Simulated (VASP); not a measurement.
# KTaO3: single point with PBEsol

KTaO3:

```
K Ta O
1.0
     3.89516    0.00000    0.00000
     0.00000    3.89516    0.00000
     0.00000    0.00000    4.39452
K Ta O
1 1 3
Direct
  0.50000 0.50000 0.50000
  0.00000 0.00000 0.00000
  0.50000 0.00000 0.00000
  0.00000 0.50000 0.00000
  0.00000 0.00000 0.50000
```

```
Program                : VASP 6.6.1
Task                   : single point
Functional             : PBEsol
Potentials or basis    : VASP PAW PBE potentials, release 64 (K_sv, Ta_pv, O)
Cutoff                 : 520 eV
k mesh                 : 8 × 8 × 8
Occupations            : gaussian, width 0.05 eV
Spin                   : no spin polarisation
Dipole correction      : no
Further INCAR settings : ALGO = Normal; EDIFF = 1e-06; NBANDS = 27
```

The pressure is -4.0 GPa. The band gap on the k mesh is 1.80 eV (least direct gap 2.18 eV).

Stress tensor (GPa, compression positive):
```
  6.69   0.00   0.00
  0.00   6.69   0.00
  0.00   0.00 -25.49
```

Levels at points of the mesh, in eV from the valence-band top:
```tsv
k point	band 15	band 16	band 17	band 18	band 19	band 20	band 21	band 22	band 23	band 24
(0.00, 0.00, 0.00)	-1.15	-1.15	-0.75	-0.38	-0.38	1.80	1.80	1.93	4.40	6.67
(0.50, 0.00, 0.00)	-2.34	-2.13	-1.23	-0.95	-0.65	1.99	4.88	5.03	5.04	8.27
(0.50, 0.50, 0.00)	-3.53	-1.62	-0.76	-0.76	-0.28	5.07	5.07	5.17	6.53	10.31
(0.00, 0.00, 0.50)	-1.81	-1.45	-1.45	-1.14	-1.14	2.00	3.68	3.68	7.09	8.12
(0.50, 0.00, 0.50)	-1.99	-1.96	-1.90	-1.79	-0.17	3.73	5.05	5.65	7.79	8.90
(0.50, 0.50, 0.50)	-3.79	-3.79	-0.26	0.00	0.00	5.76	5.76	6.61	8.20	8.20
```

Wall time 74 s on 1 thread of AMD EPYC 9R45 96-Core Processor (Zen 5), with other jobs on the host, peak memory 0.24 GiB.

Caveat: the cell stands under tension; the PAW data sets were made with another functional, which shifts forces and pressure a little; spin-orbit coupling is left out, which moves the levels of the heavy elements. A k mesh can miss the band edges.
